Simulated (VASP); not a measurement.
Input of a VASP 6.6.1 run:

The input INCAR:

```
SYSTEM = Re
PREC = Accurate ; ENCUT = 600
EDIFF = 1E-6 ; ISMEAR = -1
SIGMA = 0.08 ; LREAL = .FALSE.
LASPH = .TRUE. ; NELM = 120
ALGO = Normal ; ISIF = 2
LWAVE = .FALSE. ; LCHARG = .FALSE.
NBANDS = 14 ; GGA_COMPAT = .FALSE.
```

Contents of KPOINTS:

```
Automatic mesh
0
G
  20 20 12
  0 0 0
```

POSCAR

```
Re
1.0
    2.7338061878      0.0000000000      0.0000000000
   -1.3669030939      2.3675456076      0.0000000000
    0.0000000000      0.0000000000      4.4080131281
Re
2
Direct
    0.3333333333      0.6666666667      0.2500000000
    0.6666666667      0.3333333333      0.7500000000
```

Potentials or basis: VASP PAW LDA potentials, release 64 (Re).

The run is started by

```console
$ cat potpaw_LDA.64/Re/POTCAR > POTCAR
$ mpirun -np 1 vasp_std > vasp.out
```

(1) Predict the pressure.

(2) Predict the band gap on the k mesh.

## Answers

(1) 3.7 GPa.

(2) zero (band 7 reaches 10.08 eV, above the bottom of band 8 at 6.42 eV).

Caveat: spin-orbit coupling is left out, which moves the levels of the heavy elements.
